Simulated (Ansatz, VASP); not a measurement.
**MgO: VASP beside Ansatz**

```
Mg O
1.0
     0.00000    2.12450    2.12450
     2.12450    0.00000    2.12450
     2.12450    2.12450    0.00000
Mg O
1 1
Direct
  0.00000 0.00000 0.00000
  0.50000 0.50000 0.50000
```

Alike in both runs: task relaxation of cell and atoms; functional LDA; k mesh 8 × 8 × 8; occupations gaussian, width 0.1 eV; no spin polarisation.

|  | VASP | Ansatz |
| --- | --- | --- |
| version | VASP 6.6.1 | Ansatz 0.2.0 |
| potentials or method | VASP PAW LDA potentials, release 64 (Mg_sv, O), cutoff 840 eV | scalar-relativistic, plane waves, PAW |
| valence electrons in the cell | 16 | 16 |

|  | VASP | Ansatz | Ansatz less VASP |
| --- | --- | --- | --- |
| gap on the k mesh at the Fermi level, each at its own relaxed structure (eV) | 5.00 | 5.01 | +0.012 |
| relaxed volume (Å³/atom) | 9.04 | 9.02 | -0.015 |
| relaxed length of the cell vector where the two differ most in proportion (Å) | 2.946 | 2.944 | -0.0017 |

Ansatz warns that its potentials were made for another functional, while VASP's fit it. LDA's correlation is that of Perdew and Zunger in VASP and of Perdew and Wang (1992) in Ansatz.
